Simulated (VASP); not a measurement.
**Al: relaxation of cell and atoms with PBEsol+D3(BJ)**

The system is Al.

```
Al
1.0
     2.56780    0.00000    0.00000
    -1.28390    2.22378    0.00000
     0.00000    0.00000    4.18300
Al
2
Cartesian
  1.2839 0.7413 3.1372
  0.0000 1.4825 1.0457
```

| Item | Value |
| --- | --- |
| Program | VASP 6.6.1 |
| Task | relaxation of cell and atoms |
| Functional | PBEsol |
| Dispersion | D3(BJ) |
| Potentials or basis | VASP PAW PBE potentials, release 64 (Al) |
| Cutoff | 600 eV |
| k mesh | 18 × 18 × 10 |
| Occupations | gaussian, width 0.1 eV |
| Spin | no spin polarisation |
| Target pressure | 50 GPa |
| Dipole correction | no |
| Further INCAR settings | ALGO = Normal; EDIFF = 1e-06; IBRION = 2; EDIFFG = -0.008; NSW = 70; ISIF = 3 |

```
Relaxed volume                                         : 11.58 Å³/atom
Relaxed cell                                           : a = 2.540 Å, b = 2.540 Å, c = 4.144 Å, α = 90.00°, β = 90.00°, γ = 120.00°
Space group after relaxing (to 0.05 Å)                 : P6_3/mmc (No. 194)
Energy change on relaxing (the enthalpy is what falls) : +105.1 meV/atom
Ionic steps                                            : 5
Pressure after relaxing                                : 50.0 GPa
Band gap on the k mesh                                 : zero (band 3 reaches 17.06 eV, above the bottom of band 4 at 8.50 eV)
Dispersion energy per atom                             : -0.454 eV
```

Stress tensor (GPa, compression positive):
```
50.01  0.00  0.00
 0.00 50.01  0.00
 0.00  0.00 50.10
```

Step by step:
```
step  energy change (eV)  largest force (eV/Å)  pressure (GPa)  volume (Å³)
   1              0.0000                0.0000           42.11        23.89
   2              0.6588                0.0000           66.24        21.91
   3              0.2058                0.0000           49.88        23.17
   4              0.2103                0.0000           50.04        23.15
   5              0.2101                0.0000           50.04        23.15
```

Final structure:
```cif
data_structure
_symmetry_space_group_name_H-M 'P 1'
_symmetry_Int_Tables_number 1
_cell_length_a 2.5399
_cell_length_b 2.5399
_cell_length_c 4.1443
_cell_angle_alpha 90.000
_cell_angle_beta 90.000
_cell_angle_gamma 120.000
_cell_volume 23.15
loop_
_atom_site_label
_atom_site_type_symbol
_atom_site_fract_x
_atom_site_fract_y
_atom_site_fract_z
_atom_site_occupancy
Al1 Al 0.66667 0.33333 0.75000 1
Al2 Al 0.33333 0.66667 0.25000 1
```

Levels at points of the mesh, in eV from the Fermi level:
```
           k point  band 1  band 2  band 3  band 4  band 5  band 6  band 7
(0.00, 0.00, 0.00)  -13.80   -6.07   -4.92   13.00   13.00   13.70   13.70
(0.50, 0.00, 0.00)   -6.62   -6.35    0.63    0.93    1.94    2.37    7.54
(0.00, 0.00, 0.50)  -11.68  -11.68    4.21    4.21   13.91   13.91   13.91
(0.50, 0.00, 0.50)   -5.11   -5.11   -3.69   -3.69    8.33    8.33    9.18
```

It took 30 s on 1 thread of Intel(R) Xeon(R) 6975P-C (Granite Rapids) (shared host), peak memory 0.19 GiB.

Caveat: the cell is relaxed towards a set pressure, so the enthalpy falls and the energy may rise; the PAW data sets were made with another functional, which shifts forces and pressure a little; pairwise dispersion overbinds metals, which lowers pressure and volume.
